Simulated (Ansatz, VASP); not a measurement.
## Te2Mo: VASP beside Ansatz

```
CELL_PARAMETERS angstrom
6.36161 0.00000 0.00000
0.00000 3.48040 0.00000
-0.08574 0.00000 36.17589
ATOMIC_POSITIONS crystal
Te 0.07915 0.75000 0.44347
Te 0.92085 0.25000 0.55653
Te 0.57075 0.25000 0.45930
Te 0.42925 0.75000 0.54070
Mo 0.81865 0.75000 0.50253
Mo 0.18135 0.25000 0.49747
```

Alike in both runs: task single point; functional r2SCAN; k mesh 4 × 6 × 1; occupations gaussian, width 0.1 eV; no spin polarisation.

```csv
,VASP,Ansatz
version,VASP 6.6.1,Ansatz 0.2.0
potentials or method,"VASP PAW PBE potentials, release 64 (Te, Mo_sv), cutoff 520 eV","scalar-relativistic, plane waves, PAW"
valence electrons in the cell,52,92
```

```csv
,VASP,Ansatz,Ansatz less VASP
gap on the k mesh at the Fermi level (eV),none,none,-
rms of the force components (eV/Å),0.029,0.026,-0.0029
```

VASP's potentials were made for PBE, not for r2SCAN. Atom by atom the forces differ by 0.012 eV/Å (rms over components). A gap of «none» marks a metal or a gap that the smearing closes. With one functional, cell and mesh, what is left measures potentials, basis and numerics. VASP's potentials hold 52 valence electrons a cell and Ansatz's 92, so a difference there can come from the potentials and not from the codes.

Spin-orbit coupling is off throughout.
